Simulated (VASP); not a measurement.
A run of VASP 6.6.1 is set up as follows.

The input INCAR:

```
ALGO = Normal ; EDIFF = 1E-6
ENCUT = 520 ; ISIF = 2
ISMEAR = -1 ; LASPH = T
LCHARG = F ; LREAL = F
LWAVE = F ; NBANDS = 8
NELM = 60 ; PREC = Accurate
SIGMA = 0.1
```

File KPOINTS:

```
k-points
0
Gamma
  12 12 12
```

File POSCAR:

```
Al
1.0
    0.0000000000      1.9974394157      1.9974394157
    1.9974394157      0.0000000000      1.9974394157
    1.9974394157      1.9974394157      0.0000000000
Al
1
Direct
    0.0000000000      0.0000000000      0.0000000000
```

Potentials or basis: VASP PAW LDA potentials, release 64 (Al).

Launch:

```bash
$ cat potpaw_LDA.64/Al/POTCAR > POTCAR
$ mpirun -np 1 vasp_std > vasp.out
```

Question: What does it give for the pressure?

Answer: -0.5 GPa.
